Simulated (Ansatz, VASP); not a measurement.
# BN: VASP beside Ansatz

```
CELL_PARAMETERS angstrom
2.54395 0.00000 0.00000
-1.27198 2.20313 0.00000
0.00000 0.00000 4.37613
ATOMIC_POSITIONS crystal
B 0.33333 0.66667 0.99903
B 0.66667 0.33333 0.49903
N 0.33333 0.66667 0.37597
N 0.66667 0.33333 0.87597
```

Change from the starting cell: uniaxial_z strain +4.0%.

Alike in both runs: task single point; functional PBE; k mesh 12 × 12 × 6; occupations fermi-dirac, width 0.02 eV; no spin polarisation.

|  | VASP | Ansatz |
| --- | --- | --- |
| version | VASP 6.6.1 | Ansatz 0.2.0 |
| potentials or method | VASP PAW PBE potentials, release 64 (B, N) | plane waves, PAW |
| plane-wave cutoff (eV) | 520 | 420 |
| valence electrons in the cell | 16 | 16 |

|  | VASP | Ansatz | Ansatz less VASP |
| --- | --- | --- | --- |
| gap on the k mesh at the Fermi level (eV) | 5.27 | 5.29 | +0.015 |
| pressure (GPa) | -8.4 | -8.5 | -0.17 |
| traceless stress, the component that is largest in VASP (GPa) | -22.29 | -22.07 | +0.215 |
| rms of the force components (eV/Å) | 0.040 | 0.033 | -0.0066 |

Atom by atom the forces differ by 0.007 eV/Å (rms over components). The functional is the same, so the differences come from potentials, cutoffs and numerics.
